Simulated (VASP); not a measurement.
Sb, 2 atoms in the cell. The structure is hexagonal, space group P6_3/mmc (No. 194). Conventional cell: a = 3.386 Å, b = 3.386 Å, c = 5.609 Å, α = 90.00°, β = 90.00°, γ = 120.00°. Sb (site symmetry -6m2) has 12 Sb at 3.39 to 3.42 Å within 4.5 Å. 

| Item | Value |
| --- | --- |
| Program | VASP 6.6.1 |
| Task | single point |
| Functional | revPBE |
| Potentials or basis | VASP PAW PBE potentials, release 64 (Sb) |
| Cutoff | 520 eV |
| k mesh | 12 × 12 × 7 |
| Occupations | fermi-dirac, width 0.1 eV |
| Spin | no spin polarisation |
| Dipole correction | no |
| Further INCAR settings | ALGO = Normal; EDIFF = 1e-06; NBANDS = 12 |

Potentials or basis: VASP PAW PBE potentials, release 64 (Sb).

The run is started by

```sh
$ cat potpaw_PBE.64/Sb/POTCAR > POTCAR
$ mpirun -np 1 vasp_std > vasp.out
```

Hardware: 1 thread of AMD EPYC 9R14 (Zen 4) (shared host).

Question: Estimate the wall time of this run.

Answer: Run time: 27 s on 1 thread of AMD EPYC 9R14 (Zen 4) (shared host), peak memory 0.16 GiB. Counts: scf iterations 10, k points 76.
